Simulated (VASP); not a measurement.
# Li2S (Fm-3m) in VASP: notebook, part 2 of 2

VASP 6.6.1. The steps go on from the part before.

**4. Vibrations by perturbation theory, PBE**

This run uses another cell than the first one, of 13.55 Å³/atom.

Contents of INCAR:

```
ALGO = Normal
EDIFF = 1E-8
ENCUT = 750
GGA = PE
GGA_COMPAT = False
IBRION = 8
ISIF = 2
ISMEAR = 0
LASPH = True
LCHARG = False
LEPSILON = True
LREAL = False
LWAVE = False
NBANDS = 13
NELM = 120
NSW = 1
PREC = Accurate
SIGMA = 0.01
```

Contents of KPOINTS:

```
k-points
0
Gamma
  8 8 8
```

Contents of POSCAR:

```
Li2S
1.0
    0.0000000000      2.7289805023      2.7289805023
    2.7289805023      0.0000000000      2.7289805023
    2.7289805023      2.7289805023      0.0000000000
Li S
2 1
Direct
    0.2500000000      0.2500000000      0.2500000000
    0.7500000000      0.7500000000      0.7500000000
    0.0000000000      0.0000000000      0.0000000000
```

Potentials or basis: VASP PAW PBE potentials, release 64 (Li_sv, S).

Run with:

```
$ cat potpaw_PBE.64/Li_sv/POTCAR potpaw_PBE.64/S/POTCAR > POTCAR
$ mpirun -np 1 vasp_std > vasp.out
```

OUTCAR:

```text
EDIFF = 1E-8
   ENCUT = 750
   GGA = PE
   IBRION = 8
   ISIF = 2
   ISMEAR = 0
   LASPH = True
   LEPSILON = True
   LREAL = False
   NELM = 120
   NSW = 1
   PREC = Accurate

 ion  position               nearest neighbor table
   1  0.250  0.250  0.250-   3 2.36   3 2.36   3 2.36   3 2.36
   2  0.750  0.750  0.750-   3 2.36   3 2.36   3 2.36   3 2.36
   3  0.000  0.000  0.000-   2 2.36   2 2.36   2 2.36   1 2.36   1 2.36   1 2.36   2 2.36   1 2.36

  LATTYP: Found a face centered cubic cell.
 ALAT       =     5.4579610046

  Lattice vectors:

 A1 = (   0.0000000000,   2.7289805023,   2.7289805023)
 A2 = (   2.7289805023,   0.0000000000,   2.7289805023)
 A3 = (   2.7289805023,   2.7289805023,   0.0000000000)

Analysis of symmetry for initial positions (statically):
=====================================================================
 Subroutine PRICEL returns:
 Original cell was already a primitive cell.

 Routine SETGRP: Setting up the symmetry group for a
 face centered cubic supercell.

 Subroutine GETGRP returns: Found 48 space group operations
 (whereof 48 operations were pure point group operations)
 out of a pool of 48 trial point group operations.

The static configuration has the point symmetry O_h .

Analysis of symmetry for dynamics (positions and initial velocities):
=====================================================================
 Subroutine PRICEL returns:
 Original cell was already a primitive cell.

 Routine SETGRP: Setting up the symmetry group for a
 face centered cubic supercell.

 Subroutine GETGRP returns: Found 48 space group operations
 (whereof 48 operations were pure point group operations)
 out of a pool of 48 trial point group operations.

The dynamic configuration has the point symmetry O_h .

 Subroutine INISYM returns: Found 48 space group operations
 (whereof 48 operations are pure point group operations),
 and found     1 'primitive' translations

----------------------------------------------------------------------------------------

                                     Primitive cell

  volume of cell :      40.6473

  direct lattice vectors                    reciprocal lattice vectors
     0.000000000  2.728980502  2.728980502    -0.183218605  0.183218605  0.183218605
     2.728980502  0.000000000  2.728980502     0.183218605 -0.183218605  0.183218605
     2.728980502  2.728980502  0.000000000     0.183218605  0.183218605 -0.183218605

  length of vectors
     3.859361238  3.859361238  3.859361238     0.317343932  0.317343932  0.317343932

  position of ions in fractional coordinates (direct lattice)
[... 590 lines left out ...]
  ---------------------------------------------------
  free energy    TOTEN  =        -0.10951049 eV

  energy without entropy =       -0.10951049

------------------------ aborting loop because EDIFF is reached ----------------------------------------

 INTERNAL STRAIN TENSOR  FOR ION    3  DIRECTION 1   (eV/Angst):
 -----------------------------------------------------------------------------
    -0.00550 -0.00000 -0.00000
    -0.00000  0.00963  0.00000
    -0.00000  0.00000  0.00963

 MACROSCOPIC STATIC DIELECTRIC TENSOR (including local field effects in DFT)
 ------------------------------------------------------
           4.007120     0.000000     0.000000
           0.000000     4.007120     0.000000
          -0.000000     0.000000     4.007120
 ------------------------------------------------------

 PIEZOELECTRIC TENSOR (including local field effects)  for field in x, y, z        (e  Angst)
          XX          YY          ZZ          XY          YZ          ZX
  --------------------------------------------------------------------------------
  x     0.00000     0.00000     0.00000     0.00000     0.00000     0.00000
  y     0.00000     0.00000     0.00000     0.00000     0.00000     0.00000
  z     0.00000     0.00000     0.00000     0.00000     0.00000     0.00000

 PIEZOELECTRIC TENSOR (including local field effects)  for field in x, y, z        (C/m^2)
          XX          YY          ZZ          XY          YZ          ZX
  --------------------------------------------------------------------------------
  x     0.00000     0.00000     0.00000     0.00000     0.00000     0.00000
  y     0.00000     0.00000     0.00000     0.00000     0.00000     0.00000
  z     0.00000     0.00000     0.00000     0.00000     0.00000     0.00000

 BORN EFFECTIVE CHARGES (including local field effects) (in |e|, cummulative output)
 ---------------------------------------------------------------------------------
 ion    1
    1     0.89799     0.00000     0.00000
    2     0.00000     0.89799     0.00000
    3     0.00000    -0.00000     0.89799
 ion    2
    1     0.89799     0.00000    -0.00000
    2     0.00000     0.89799    -0.00000
    3     0.00000    -0.00000     0.89799
 ion    3
    1    -1.79597     0.00000     0.00000
    2     0.00000    -1.79597    -0.00000
    3    -0.00000    -0.00000    -1.79597

 INTERNAL STRAIN TENSOR FOR ION    3 for displacements in x,y,z  (eV/Angst):
          X           Y           Z          XY          YZ          ZX
  --------------------------------------------------------------------------------
  x     0.00000     0.00000     0.00000     0.00000     0.00000     0.00000
  y     0.00000     0.00000     0.00000     0.00000     0.00000     0.00000
  z     0.00000     0.00000     0.00000     0.00000     0.00000     0.00000

 SECOND DERIVATIVES (NOT SYMMETRIZED)
 ------------------------------------
               1X          1Y          1Z          2X          2Y          2Z          3X          3Y          3Z
  1X    -3.944747    0.000000    0.000000    1.053600    0.000000    0.000000    2.891147    0.000000    0.000000
  1Y     0.000000   -3.944747    0.000000    0.000000    1.053600    0.000000    0.000000    2.891147    0.000000
  1Z     0.000000    0.000000   -3.944747    0.000000    0.000000    1.053600    0.000000    0.000000    2.891147
  2X     1.053600    0.000000    0.000000   -3.944747    0.000000    0.000000    2.891147    0.000000    0.000000
  2Y     0.000000    1.053600    0.000000    0.000000   -3.944747    0.000000    0.000000    2.891147    0.000000
  2Z     0.000000    0.000000    1.053600    0.000000    0.000000   -3.944747    0.000000    0.000000    2.891147
  3X     2.903751    0.000000    0.000000    2.903751    0.000000    0.000000   -5.807502    0.000000    0.000000
  3Y     0.000000    2.903751    0.000000    0.000000    2.903751    0.000000    0.000000   -5.807502    0.000000
  3Z     0.000000    0.000000    2.903751    0.000000    0.000000    2.903751    0.000000    0.000000   -5.807502

 Eigenvectors and eigenvalues of the dynamical matrix
 ----------------------------------------------------

   1 f  =   13.200941 THz    82.943958 2PiTHz  440.335992 cm-1    54.594680 meV
             X         Y         Z           dx          dy          dz
      1.364490  1.364490  1.364490    -0.000000   -0.277848    0.650231
      4.093471  4.093471  4.093471    -0.000000    0.277848   -0.650231
      0.000000  0.000000  0.000000     0.000000    0.000000    0.000000
[... 43 lines left out ...]
   9 f/i=    0.012063 THz     0.075792 2PiTHz    0.402369 cm-1     0.049887 meV
             X         Y         Z           dx          dy          dz
      1.364490  1.364490  1.364490     0.000000    0.000000   -0.390599
      4.093471  4.093471  4.093471     0.000000    0.000000   -0.390599
      0.000000  0.000000  0.000000     0.000000    0.000000   -0.833585

--------------------------------------------------------------------------------------------------------

 MACROSCOPIC STATIC DIELECTRIC TENSOR IONIC CONTRIBUTION
 ------------------------------------------------------
           2.476125    -0.000000    -0.000000
          -0.000000     2.476125     0.000000
          -0.000000     0.000000     2.476125
 ------------------------------------------------------

 ELASTIC MODULI CONTR FROM IONIC RELAXATION (kBar)
 Direction    XX          YY          ZZ          XY          YZ          ZX
 --------------------------------------------------------------------------------
 XX          -0.0000     -0.0000     -0.0000     -0.0000     -0.0000     -0.0000
 YY          -0.0000     -0.0000     -0.0000     -0.0000     -0.0000      0.0000
 ZZ          -0.0000     -0.0000     -0.0000     -0.0000     -0.0000     -0.0000
 XY          -0.0000     -0.0000     -0.0000   -132.3761     -0.0000      0.0000
 YZ          -0.0000     -0.0000     -0.0000     -0.0000   -132.3761      0.0000
 ZX          -0.0000      0.0000     -0.0000      0.0000      0.0000   -132.3761
 --------------------------------------------------------------------------------

 PIEZOELECTRIC TENSOR IONIC CONTR  for field in x, y, z        (C/m^2)
          XX          YY          ZZ          XY          YZ          ZX
  --------------------------------------------------------------------------------
  x     0.00000     0.00000    -0.00000     0.00000    -0.00000     0.00000
  y     0.00000    -0.00000    -0.00000     0.00000    -0.00000     0.00000
  z     0.00000     0.00000     0.00000     0.00000     0.00000     0.00000
```

OSZICAR:

```text
N       E                     dE             d eps       ncg     rms          rms(c)
DAV:   1     0.596533484048E+02    0.59653E+02   -0.66314E+03   754   0.116E+03
DAV:   2    -0.416449916588E+01   -0.63818E+02   -0.60713E+02   902   0.242E+02
DAV:   3    -0.119960282757E+02   -0.78315E+01   -0.77720E+01  1467   0.551E+01
DAV:   4    -0.121713730227E+02   -0.17534E+00   -0.17528E+00   967   0.116E+01
DAV:   5    -0.121760322022E+02   -0.46592E-02   -0.46590E-02  1205   0.136E+00    0.420E+00
[... 260 lines left out ...]
RMM:  13    -0.109510508339E+00    0.15026E-07    0.90513E-07  3897   0.879E-05    0.757E-06
RMM:  14    -0.109510488437E+00    0.19902E-07    0.39688E-07  3583   0.677E-05    0.347E-06
RMM:  15    -0.109510493270E+00   -0.48326E-08    0.42777E-07  3441   0.557E-05    0.426E-07
RMM:  16    -0.109510489639E+00    0.36310E-08    0.39434E-07  3002   0.503E-05    0.540E-07
RMM:  17    -0.109510491037E+00   -0.13982E-08    0.40059E-07  2461   0.474E-05    0.769E-08
 Linear response finished
```

Wall time 6.1 min (1 thread of Intel Xeon 6975P-C (Granite Rapids), shared host); peak memory 0.37 GiB.

What came out:

```yaml
Electronic_dielectric_tensor_diagonal: 4.01
Born_charges_mean_of_the_diagonal: Li +0.90; S -1.80 e
Highest_phonon_frequency_at_Γ_LO-TO_splitting_left_out: 440 cm⁻¹
```

Phonon frequencies in cm⁻¹ (negative: imaginary):
| q point | frequencies |
| --- | --- |
| (0.000, 0.000, 0.000) | 0 0 0 402 402 402 440 440 440 |

Electronic dielectric tensor:
```
4.01 0.00 0.00
0.00 4.01 0.00
0.00 0.00 4.01
```

Born effective charge tensors (e):
atom 1, Li
```
0.90 0.00 0.00
0.00 0.90 0.00
0.00 0.00 0.90
```
atom 2, Li
```
0.90 0.00 0.00
0.00 0.90 0.00
0.00 0.00 0.90
```
atom 3, S
```
-1.80  0.00  0.00
 0.00 -1.80  0.00
 0.00  0.00 -1.80
```

Caveat: the cell stands under pressure or tension, which shifts response properties.

**5. Vibrations by perturbation theory, PBE (15.17 Å³/atom)**

This run uses another cell than the first one, of 15.17 Å³/atom.

Contents of INCAR:

```
SYSTEM = Li2S
PREC     = Accurate       ! precision mode
ENCUT    = 750            ! plane-wave cutoff, eV
EDIFF    = 1E-8           ! SCF threshold, eV
ISMEAR   = 0              ! smearing method
SIGMA    = 0.01           ! smearing width, eV
LREAL    = .False.        ! projectors in reciprocal space
LASPH    = .True.         ! aspherical terms in the spheres
NELM     = 120            ! most SCF steps
ALGO     = Normal         ! electronic algorithm
ISIF     = 2              ! what is computed and relaxed
LWAVE    = .False.        ! write WAVECAR
LCHARG   = .False.        ! write CHGCAR
GGA      = PE             ! functional
IBRION   = 8              ! ionic algorithm
NSW      = 1              ! ionic steps
LEPSILON = .True.         ! dielectric tensor by DFPT
GGA_COMPAT= .False.
```

Contents of KPOINTS:

```
Automatic mesh
0
Gamma
  8 8 8
  0 0 0
```

Contents of POSCAR:

```
Li2S
1.0
    0.0000000000      2.8337082081      2.8337082081
    2.8337082081      0.0000000000      2.8337082081
    2.8337082081      2.8337082081      0.0000000000
Li S
2 1
Direct
    0.2500000000      0.2500000000      0.2500000000
    0.7500000000      0.7500000000      0.7500000000
    0.0000000000      0.0000000000      0.0000000000
```

Potentials or basis: VASP PAW PBE potentials, release 64 (Li_sv, S).

Run with:

```
$ cat potpaw_PBE.64/Li_sv/POTCAR potpaw_PBE.64/S/POTCAR > POTCAR
$ mpirun -np 1 vasp_std > vasp.out
```

OUTCAR:

```text
SYSTEM = Li2S
   PREC = Accurate
   ENCUT = 750
   EDIFF = 1E-8
   ISMEAR = 0
   LREAL = .False.
   LASPH = .True.
   NELM = 120
   ISIF = 2
   GGA = PE
   IBRION = 8
   NSW = 1
   LEPSILON = .True.

 ion  position               nearest neighbor table
   1  0.250  0.250  0.250-   3 2.45   3 2.45   3 2.45   3 2.45
   2  0.750  0.750  0.750-   3 2.45   3 2.45   3 2.45   3 2.45
   3  0.000  0.000  0.000-   2 2.45   1 2.45   2 2.45   1 2.45   2 2.45   2 2.45   1 2.45   1 2.45

[... 693 lines left out ...]
   9 f/i=    0.065207 THz     0.409705 2PiTHz    2.175060 cm-1     0.269673 meV
             X         Y         Z           dx          dy          dz
      1.416854  1.416854  1.416854    -0.005148   -0.082234    0.385201
      4.250562  4.250562  4.250562    -0.005148   -0.082234    0.385201
      0.000000  0.000000  0.000000    -0.010853   -0.173368    0.812089

--------------------------------------------------------------------------------------------------------

 MACROSCOPIC STATIC DIELECTRIC TENSOR IONIC CONTRIBUTION
 ------------------------------------------------------
           3.641476    -0.000000    -0.000000
          -0.000000     3.641476    -0.000000
          -0.000000    -0.000000     3.641476
 ------------------------------------------------------

 ELASTIC MODULI CONTR FROM IONIC RELAXATION (kBar)
 Direction    XX          YY          ZZ          XY          YZ          ZX
 --------------------------------------------------------------------------------
 XX          -0.0000      0.0000      0.0000     -0.0000     -0.0000     -0.0000
 YY           0.0000     -0.0000     -0.0000     -0.0000      0.0000     -0.0000
 ZZ           0.0000     -0.0000     -0.0000     -0.0000      0.0000     -0.0000
 XY          -0.0000     -0.0000     -0.0000    -40.6492      0.0000     -0.0000
 YZ          -0.0000      0.0000      0.0000      0.0000    -40.6492      0.0000
 ZX          -0.0000     -0.0000     -0.0000     -0.0000     -0.0000    -40.6492
 --------------------------------------------------------------------------------

 PIEZOELECTRIC TENSOR IONIC CONTR  for field in x, y, z        (C/m^2)
          XX          YY          ZZ          XY          YZ          ZX
  --------------------------------------------------------------------------------
  x    -0.00000    -0.00000    -0.00000    -0.00000    -0.00000    -0.00000
  y     0.00000    -0.00000    -0.00000    -0.00000     0.00000     0.00000
  z    -0.00000     0.00000     0.00000     0.00000    -0.00000     0.00000
```

It took 5.8 min on 1 thread of Intel Xeon 6975P-C (Granite Rapids), shared host; peak memory 0.36 GiB.

What came out:

| Property | Result |
| --- | --- |
| Electronic dielectric tensor (diagonal) | 3.90 |
| Born charges (mean of the diagonal) | Li +0.94; S -1.89 e |
| Highest phonon frequency at Γ, LO-TO splitting left out | 386 cm⁻¹ |

Phonon frequencies in cm⁻¹ (negative: imaginary):
| q point | frequencies |
| --- | --- |
| (0.000, 0.000, 0.000) | -2 -2 -2 328 328 328 386 386 386 |

Electronic dielectric tensor:
```
3.90 0.00 0.00
0.00 3.90 0.00
0.00 0.00 3.90
```

Born effective charge tensors (e):
atom 1, Li
```
0.94 0.00 0.00
0.00 0.94 0.00
0.00 0.00 0.94
```
atom 2, Li
```
0.94 0.00 0.00
0.00 0.94 0.00
0.00 0.00 0.94
```
atom 3, S
```
-1.89  0.00  0.00
 0.00 -1.89  0.00
 0.00  0.00 -1.89
```
